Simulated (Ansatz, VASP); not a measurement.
## One calculation of Be, two programs

```
CELL_PARAMETERS angstrom
-2.29000 -3.96640 0.00000
3.43500 -1.98320 0.00000
0.00000 0.00000 7.17686
ATOMIC_POSITIONS crystal
Be 0.84890 0.60476 0.99302
Be 0.44419 0.19920 0.28597
Be 0.75033 0.48919 0.49638
Be 0.54250 0.31462 0.78260
Be 0.50761 0.92996 0.01995
Be 0.14652 0.90197 0.13972
Be 0.52619 0.97248 0.53232
Be 0.23515 0.82037 0.79366
Be 0.28646 0.42295 0.02679
Be 0.00636 0.38100 0.25226
Be 0.28207 0.46584 0.53695
Be 0.01045 0.33807 0.74201
Be 0.89148 0.11203 0.97384
Be 0.78519 0.87409 0.25900
Be 0.05783 0.98358 0.48524
Be 0.76697 0.83180 0.74664
Be 0.40178 0.69187 0.30537
```

Alike in both runs: functional PBE; k mesh 5 × 5 × 3; occupations gaussian, width 0.15 eV; no spin polarisation.

Ansatz relaxed the structure, and its values are those at the end. VASP's run is a single point on that final structure, the one shown.

|  | VASP | Ansatz |
| --- | --- | --- |
| version | VASP 6.6.1 | Ansatz 0.2.0 |
| potentials or method | VASP PAW PBE potentials, release 64 (Be), cutoff 520 eV | scalar-relativistic, plane waves, PAW |
| valence electrons in the cell | 34 | 34 |

```tsv
	VASP	Ansatz	Ansatz less VASP
rms of the force components (eV/Å)	0.008	0.006	-0.0025
```

With one functional, cell and mesh, what is left measures potentials, basis and numerics.
